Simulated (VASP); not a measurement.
## InGa2N3: single point with PBE

InGa2N3:

```
In Ga N
1.0
     2.94117    1.69809    3.25284
    -2.94117    1.69809    3.25284
     0.00000   -3.39617    3.25284
In Ga N
1 2 3
Direct
  0.00000 0.00000 0.00000
  0.26604 0.26604 0.26604
  0.73396 0.73396 0.73396
  0.00000 0.00000 0.50000
  0.50000 0.00000 0.00000
  0.00000 0.50000 0.00000
```

```yaml
Program: VASP 6.6.1
Task: single point
Functional: PBE
Potentials_or_basis: VASP PAW PBE potentials, release 64 (In_d, Ga_d, N)
Cutoff: 520 eV
k_mesh: 6 × 6 × 6
Occupations: gaussian, width 0.1 eV
Spin: collinear spin, ferromagnetic start
Starting_moments: "[0.0, 0.0, 0.0, 1.0, 1.0, 1.0] μB"
Dipole_correction: no
Further_INCAR_settings: ALGO = Normal; EDIFF = 1e-06; NBANDS = 40
```

| Quantity | Value |
| --- | --- |
| Pressure | 0.6 GPa |
| Largest force | 0.085 eV/Å |
| Net moment | -0.76 μB per cell |
| Site moments | In +0.02; Ga +0.02; N -0.20 μB |
| Valence electrons inside the program's atomic spheres | In 11.32; Ga 11.67; N 3.62 |

Forces in eV/Å, atoms in the order of the input:
```
In   0.000  0.000  0.000
Ga   0.000  0.000  0.085
Ga   0.000  0.000 -0.085
N    0.000  0.000  0.000
N    0.000  0.000  0.000
N    0.000  0.000  0.000
```

Levels at points of the mesh, in eV from the Fermi level:
Spin up:
| k point | band 24 | band 25 | band 26 | band 27 | band 28 | band 29 | band 30 | band 31 |
| --- | --- | --- | --- | --- | --- | --- | --- | --- |
| (0.00, 0.00, 0.00) | -3.00 | -2.21 | -0.27 | -0.27 | -0.24 | 0.49 | 2.58 | 3.67 |
| (0.50, 0.00, 0.00) | -2.59 | -1.63 | -0.79 | -0.23 | 0.13 | 1.30 | 3.21 | 5.94 |
| (0.50, 0.50, 0.00) | -1.62 | -1.49 | -0.47 | 0.34 | 0.92 | 1.31 | 4.73 | 4.89 |
| (0.50, 0.50, 0.50) | -0.80 | -0.80 | -0.07 | -0.07 | 0.78 | 2.17 | 4.39 | 4.55 |
Spin down:
```tsv
k point	band 24	band 25	band 26	band 27	band 28	band 29	band 30	band 31
(0.00, 0.00, 0.00)	-3.19	-2.21	-0.75	-0.75	-0.28	-0.28	2.58	3.69
(0.50, 0.00, 0.00)	-2.81	-2.05	-1.44	-0.50	-0.23	1.10	3.09	5.91
(0.50, 0.50, 0.00)	-2.12	-2.02	-0.76	-0.25	0.88	1.23	4.49	4.76
(0.50, 0.50, 0.50)	-1.16	-0.99	-0.36	-0.36	-0.02	2.15	4.30	4.52
```

It took 2.1 min on 1 thread of Intel(R) Xeon(R) 6975P-C (Granite Rapids), on a shared host, peak memory 0.35 GiB.

Caveat: spin-orbit coupling is left out, which moves the levels of the heavy elements.
